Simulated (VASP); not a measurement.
# MoS (F-43m) in VASP: a series of runs

MoS is run at these levels: PBEsol; tasks: relaxation of cell and atoms, single point.

Program: VASP 6.6.1. These are calculated values, not measurements. Logs are shortened: lines on timing, memory, paths and dates and some standing lists are left out, and cuts for length are marked.

## (1) The cell of the first run

It takes space group F-43m (No. 216, cubic). Conventional cell: a = 5.277 Å, b = 5.277 Å, c = 5.277 Å, α = 90.00°, β = 90.00°, γ = 90.00°. Within 3.0 Å of Mo (site symmetry -43m) lie 4 S at 2.29 Å. S (site symmetry -43m) has 4 Mo at 2.29 Å within 3.0 Å.

## (2) Relaxation of cell and atoms, PBEsol

File INCAR:

```
SYSTEM = MoS
  PREC = Accurate
  ENCUT = 600
  EDIFF = 1E-6
  ISMEAR = 0
  SIGMA = 0.1
  LREAL = .FALSE.
  LASPH = .TRUE.
  NELM = 100
  ALGO = Normal
  ISIF = 3
  LWAVE = .FALSE.
  LCHARG = .FALSE.
  GGA = PS
  IBRION = 2
  NSW = 100
  EDIFFG = -0.01
```

File KPOINTS:

```
regular mesh
0
G
  14 14 14
  0 0 0
```

File POSCAR:

```
MoS
1.0
    0.0000000000      2.6385805390      2.6385805390
    2.6385805390      0.0000000000      2.6385805390
    2.6385805390      2.6385805390      0.0000000000
Mo S
1 1
Direct
    0.0000000000      0.0000000000      0.0000000000
    0.2500000000      0.2500000000      0.2500000000
```

Potentials or basis: VASP PAW PBE potentials, release 64 (Mo_sv, S).

Run with:

```
$ cat potpaw_PBE.64/Mo_sv/POTCAR potpaw_PBE.64/S/POTCAR > POTCAR
$ mpirun -np 1 vasp_std > vasp.out
```

OUTCAR:

```text
SYSTEM = MoS
   PREC = Accurate
   ENCUT = 600
   EDIFF = 1E-6
   ISMEAR = 0
   LREAL = .FALSE.
   LASPH = .TRUE.
   NELM = 100
   ISIF = 3
   GGA = PS
   IBRION = 2
   NSW = 100
   EDIFFG = -0.01

 ion  position               nearest neighbor table
   1  0.000  0.000  0.000-   2 2.29   2 2.29   2 2.29   2 2.29
   2  0.250  0.250  0.250-   1 2.29   1 2.29   1 2.29   1 2.29

  LATTYP: Found a face centered cubic cell.
 ALAT       =     5.2771610780

  Lattice vectors:

 A1 = (   0.0000000000,   2.6385805390,   2.6385805390)
 A2 = (   2.6385805390,   0.0000000000,   2.6385805390)
 A3 = (   2.6385805390,   2.6385805390,   0.0000000000)

Analysis of symmetry for initial positions (statically):
=====================================================================
 Subroutine PRICEL returns:
 Original cell was already a primitive cell.

 Routine SETGRP: Setting up the symmetry group for a
 face centered cubic supercell.

 Subroutine GETGRP returns: Found 24 space group operations
 (whereof 24 operations were pure point group operations)
 out of a pool of 48 trial point group operations.

The static configuration has the point symmetry T_d .

Analysis of symmetry for dynamics (positions and initial velocities):
=====================================================================
 Subroutine PRICEL returns:
 Original cell was already a primitive cell.

 Routine SETGRP: Setting up the symmetry group for a
 face centered cubic supercell.

 Subroutine GETGRP returns: Found 24 space group operations
 (whereof 24 operations were pure point group operations)
 out of a pool of 48 trial point group operations.

The dynamic configuration has the point symmetry T_d .

 Subroutine INISYM returns: Found 24 space group operations
 (whereof 24 operations are pure point group operations),
 and found     1 'primitive' translations

----------------------------------------------------------------------------------------

                                     Primitive cell

  volume of cell :      36.7402

  direct lattice vectors                    reciprocal lattice vectors
     0.000000000  2.638580539  2.638580539    -0.189495826  0.189495826  0.189495826
     2.638580539  0.000000000  2.638580539     0.189495826 -0.189495826  0.189495826
     2.638580539  2.638580539  0.000000000     0.189495826  0.189495826 -0.189495826

  length of vectors
     3.731516384  3.731516384  3.731516384     0.328216399  0.328216399  0.328216399

  position of ions in fractional coordinates (direct lattice)
     0.000000000  0.000000000  0.000000000
     0.250000000  0.250000000  0.250000000

  ion indices of the primitive-cell ions
   primitive index   ion index
                 1           1
                 2           2

----------------------------------------------------------------------------------------

 KPOINTS: regular mesh

Automatic generation of k-mesh.
 Grid dimensions read from file:
 generate k-points for:   14   14   14

 Generating k-lattice:

  Cartesian coordinates                     Fractional coordinates (reciprocal lattice)
    -0.013535416  0.013535416  0.013535416     0.071428571  0.000000000  0.000000000
     0.013535416 -0.013535416  0.013535416     0.000000000  0.071428571  0.000000000
     0.013535416  0.013535416 -0.013535416     0.000000000  0.000000000  0.071428571

  Length of vectors
     0.023444029  0.023444029  0.023444029

  Shift w.r.t. Gamma in fractional coordinates (k-lattice)
     0.000000000  0.000000000  0.000000000

 Subroutine IBZKPT returns following result:
 ===========================================

 Found    104 irreducible k-points:

 Following reciprocal coordinates:
            Coordinates               Weight
  0.000000  0.000000  0.000000      1.000000
  0.071429  0.000000  0.000000      8.000000
  0.142857  0.000000  0.000000      8.000000
  0.214286  0.000000  0.000000      8.000000
  0.285714  0.000000  0.000000      8.000000
  0.357143  0.000000  0.000000      8.000000
[... 16 lines left out ...]
  0.214286  0.142857  0.000000     24.000000
  0.285714  0.142857  0.000000     24.000000
 [... further k-points ...]
   k-points           NKPTS =    104   k-points in BZ     NKDIM =    104   number of bands    NBANDS=     14
   number of dos      NEDOS =    301   number of ions     NIONS =      2
   total plane-waves  NPLWV =  27000
   dimension x,y,z NGX =    30 NGY =   30 NGZ =   30
   dimension x,y,z NGXF=    60 NGYF=   60 NGZF=   60
   ions per type =               1   1
   NGX,Y,Z   is equivalent  to a cutoff of  13.37, 13.37, 13.37 a.u.
   NGXF,Y,Z  is equivalent  to a cutoff of  26.73, 26.73, 26.73 a.u.
 SYSTEM =  MoS
   PREC   = accura    normal or accurate (medium, high low for compatibility)
   ISTART =      0    job   : 0-new  1-cont  2-samecut
   ICHARG =      2    charge: 1-file 2-atom 10-const
   ISPIN  =      1    spin polarized calculation?
   LNONCOLLINEAR =      F non collinear calculations
   LSORBIT =      F    spin-orbit coupling
   LASPH  =      T    aspherical Exc in radial PAW
   ENCUT  =  600.0 eV  44.10 Ry    6.64 a.u.   7.45  7.45  7.45*2*pi/ulx,y,z
   NELM   =    100;   NELMIN=  2; NELMDL= -5     # of ELM steps
   EDIFF  = 0.1E-05   stopping-criterion for ELM
   LREAL  =      F    real-space projection
   EDIFFG = -.1E-01   stopping-criterion for IOM
   NSW    =    100    number of steps for IOM
   IBRION =      2    ionic relax: 0-MD 1-quasi-New 2-CG
   NFREE  =      1    steps in history (QN), initial steepest desc. (CG)
   ISIF   =      3    stress and relaxation
   ISYM   =      2    0-nonsym 1-usesym 2-fastsym
   POTIM  = 0.5000    time-step for ionic-motion
   TEBEG  =    0.0;   TEEND  =   0.0 temperature during run
   PSTRESS=    0.0 pullay stress
   NELECT =      20.0000    total number of electrons
   NUPDOWN=      -1.0000    fix difference up-down
   EMIN   =  10.00;   EMAX   =-10.00  energy-range for DOS
   EFERMI =   0.00;   METHOD = LEGACY
   ISMEAR =     0;   SIGMA  =   0.10  broadening in eV -4-tet -1-fermi 0-gaus
   EFERMI_NEDOS =   21; number of points for ismear=-14 and -15
   IALGO  =     38    algorithm
   IMIX   =      4    mixing-type and parameters
     AMIX     =   0.40;   BMIX     =  1.00
     AMIX_MAG =   1.60;   BMIX_MAG =  1.00
  volume/ion in A,a.u.               =      18.37       123.97
  Fermi-wavevector in a.u.,A,eV,Ry     =   1.336712  2.526019 24.310872  1.786799
  Thomas-Fermi vector in A             =   2.465317
   LORBIT       =      0    0 simple, 1 ext, 2 COOP (PROOUT), +10 PAW based schemes
   GGA     = PS    functional components
   LHFCALC =     F    Hartree Fock is set to
   AEXX    =    0.0000 exact exchange contribution
   IVDW    =     0    specifies the selected vdW correction
   LEPSILON=     F    determine dielectric tensor
   LRPA    =     F    only Hartree local field effects (RPA)
 conjugate gradient relaxation of ions
 non-spin polarized calculation
 Gauss-broadening in eV      SIGMA  =   0.10
  energy-cutoff  :      600.00
  volume of cell :       36.74
 maximum number of plane-waves:      1243
 NGX is ok and might be reduce to    30
   NGX = 15   NGY = 15   NGZ = 15

 number of electron      20.0000000 magnetization

 Free energy of the ion-electron system (eV)
  ---------------------------------------------------
  ext. energy  EPLUGINS =         0.00000000
  ---------------------------------------------------
  free energy    TOTEN  =       -16.19300318 eV

  energy without entropy =      -16.18355274  energy(sigma->0) =      -16.18827796

 E-fermi :   8.3141     XC(G=0): -11.2120

 val. band max:        8.2962438692   @ k =   0.4286   0.2857   0.0714
 cond. band min:       8.3146687573   @ k =  -0.4286   0.2857   0.0000
 fundamental gap:      0.0184248881
 Fermi energy:         8.3141401338

 k-point     1 :       0.0000    0.0000    0.0000
  band No.  band energies     occupation
      1     -52.4279      2.00000
      2     -26.6149      2.00000
      3     -26.6149      2.00000
      4     -26.6149      2.00000
      5      -6.8292      2.00000
      6       2.4936      2.00000
      7       2.4936      2.00000
      8       2.4936      2.00000
      9       7.5601      2.00000
     10       7.5601      2.00000
     11       9.8397      0.00000
     12      12.9297      0.00000
     13      12.9297      0.00000
     14      12.9297      0.00000

 k-point     2 :       0.0714    0.0000    0.0000
  band No.  band energies     occupation
      1     -52.4276      2.00000
      2     -26.6212      2.00000
      3     -26.6157      2.00000
      4     -26.6157      2.00000
      5      -6.7865      2.00000
      6       2.4342      2.00000
      7       2.5228      2.00000
      8       2.5228      2.00000
      9       7.5300      2.00000
     10       7.5300      2.00000
     11      10.0299      0.00000
     12      12.7475      0.00000
     13      12.9420      0.00000
     14      12.9420      0.00000

 k-point     3 :       0.1429    0.0000    0.0000
  band No.  band energies     occupation
      1     -52.4265      2.00000
      2     -26.6390      2.00000
      3     -26.6182      2.00000
      4     -26.6182      2.00000
      5      -6.6664      2.00000
      6       2.2924      2.00000
      7       2.6028      2.00000
      8       2.6028      2.00000
      9       7.4688      2.00000
     10       7.4688      2.00000
     11      10.4836      0.00000
     12      12.3127      0.00000
     13      12.9019      0.00000
     14      12.9019      0.00000
[... 324 lines left out ...]
 k-point    23 :       0.2143    0.1429    0.0000
  band No.  band energies     occupation
      1     -52.4249      2.00000
      2     -26.6563      2.00000
      3     -26.6274      2.00000
      4     -26.6266      2.00000
      5      -6.4813      2.00000
      6       2.0178      2.00000
      7       2.7908      2.00000
      8       2.8050      2.00000
      9       6.9195      2.00000
     10       7.8426      2.00000
     11      11.1477      0.00000
     12      11.9830      0.00000
     13      12.0276      0.00000
     14      12.8579      0.00000

 k-point    24 :       0.2857    0.1429    0.0000
  band No.  band energies     occupation
      1     -52.4234      2.00000
      2     -26.6793      2.00000
      3     -26.6317      2.00000
      4     -26.6309      2.00000
      5      -6.3114      2.00000
      6       1.9362      2.00000
      7       2.8778      2.00000
      8       2.9308      2.00000
      9       6.8648      2.00000
     10       7.9326      2.00000
     11      10.4468      0.00000
     12      11.6020      0.00000
     13      12.2449      0.00000
     14      12.9196      0.00000

 [... further k-points ...]
[... 5 lines left out ...]
  --------------------------------------------------------------------------------------
  -------------------------------------------------------------------------------------
  Total       -0.0087000     -0.0087000     -0.0087000      0.0000000      0.0000000      0.0000000
  in kB       -0.3793924     -0.3793924     -0.3793924      0.0000000      0.0000000      0.0000000
  external PRESSURE =      -0.3793924 kB  Pullay stress =       0.0000000 kB

 VOLUME and BASIS-vectors are now :
 -----------------------------------------------------------------------------
  energy-cutoff  :      600.00
  volume of cell :       36.74
      direct lattice vectors                 reciprocal lattice vectors
     0.000000000  2.638580539  2.638580539    -0.189495826  0.189495826  0.189495826
     2.638580539  0.000000000  2.638580539     0.189495826 -0.189495826  0.189495826
     2.638580539  2.638580539  0.000000000     0.189495826  0.189495826 -0.189495826

 POSITION                                       TOTAL-FORCE (eV/Angst)
 -----------------------------------------------------------------------------------
      0.00000      0.00000      0.00000        -0.000000     -0.000000     -0.000000
      1.31929      1.31929      1.31929         0.000000      0.000000      0.000000
 -----------------------------------------------------------------------------------
    total drift:                               -0.000000     -0.000000     -0.000000

  FREE ENERGIE OF THE ION-ELECTRON SYSTEM (eV)
  ---------------------------------------------------
  free  energy   TOTEN  =       -16.1930031773 eV

  energy  without entropy=      -16.1835527399  energy(sigma->0) =      -16.18827796

 reached required accuracy - stopping structural energy minimisation
```

Wall time 24 s (1 thread of Intel Xeon 6975P-C (Granite Rapids), shared host); peak memory 0.21 GiB.

What came out:

| Quantity | Value |
| --- | --- |
| Free energy | -16.1930 eV |
| Pressure after relaxing | 0.0 GPa |
| Band gap on the k mesh | zero (band 10 reaches 8.73 eV, above the bottom of band 11 at 8.18 eV) |

Final structure:
```
CELL_PARAMETERS angstrom
0.00000 2.63858 2.63858
2.63858 0.00000 2.63858
2.63858 2.63858 0.00000
ATOMIC_POSITIONS crystal
Mo 0.00000 0.00000 0.00000
S 0.25000 0.25000 0.25000
```

Caveat: the relaxation stopped at its first step, so nothing moved; the PAW data sets were made with another functional, which shifts forces and pressure a little.

## (3) Single point, PBEsol, collinear spin, ferromagnetic start

File INCAR:

```
ALGO = Normal
EDIFF = 1E-7
ENCUT = 520
GGA = PS
ISIF = 2
ISMEAR = 0
ISPIN = 2
LASPH = True
LCHARG = False
LMAXMIX = 4
LORBIT = 11
LREAL = False
LWAVE = False
MAGMOM = 3.5 0
NBANDS = 21
NELM = 150
PREC = Accurate
SIGMA = 0.1
```

File KPOINTS:

```
k-points
0
Gamma
  14 14 14
```

File POSCAR:

```
MoS
1.0
    0.0000000000      2.6374084446      2.6374084446
    2.6374084446      0.0000000000      2.6374084446
    2.6374084446      2.6374084446      0.0000000000
Mo S
1 1
Direct
    0.0000000000      0.0000000000      0.0000000000
    0.2500000000      0.2500000000      0.2500000000
```

Potentials or basis: VASP PAW PBE potentials, release 64 (Mo_sv, S).

Run with:

```
$ cat potpaw_PBE.64/Mo_sv/POTCAR potpaw_PBE.64/S/POTCAR > POTCAR
$ mpirun -np 1 vasp_std > vasp.out
```

Wall time 66 s (1 thread of Intel Xeon 6975P-C (Granite Rapids), shared host); peak memory 0.25 GiB.

The run converged. Its results:

| Item | Value |
| --- | --- |
| Free energy | -16.1924 eV |
| Pressure | 0.2 GPa |
| Band gap on the k mesh | zero (filled and empty bands overlap) |
| Net moment | 0.00 μB per cell |
| Valence electrons inside the program's atomic spheres | Mo 12.64; S 3.72 |

Levels at points of the mesh, in eV from the Fermi level:
Spin up:
```csv
k point,band 7,band 8,band 9,band 10,band 11,band 12,band 13,band 14
"(0.00, 0.00, 0.00)",-5.83,-5.83,-0.76,-0.76,1.53,4.62,4.62,4.62
"(0.50, 0.00, 0.00)",-5.34,-5.34,-0.25,-0.25,-0.05,2.46,2.46,4.19
"(0.50, 0.50, 0.00)",-4.36,-4.36,-1.97,0.14,0.50,0.87,0.87,7.42
```
Spin down:
```tsv
k point	band 6	band 7	band 8	band 9	band 10	band 11	band 12	band 13	band 14	band 15
(0.00, 0.00, 0.00)	-5.83	-5.83	-5.83	-0.76	-0.76	1.53	4.62	4.62	4.62	8.52
(0.50, 0.00, 0.00)	-6.20	-5.34	-5.34	-0.25	-0.25	-0.05	2.46	2.46	4.19	8.77
(0.50, 0.50, 0.00)	-6.94	-4.36	-4.36	-1.97	0.14	0.50	0.87	0.87	7.42	8.43
```

Caveat: the PAW data sets were made with another functional, which shifts forces and pressure a little.
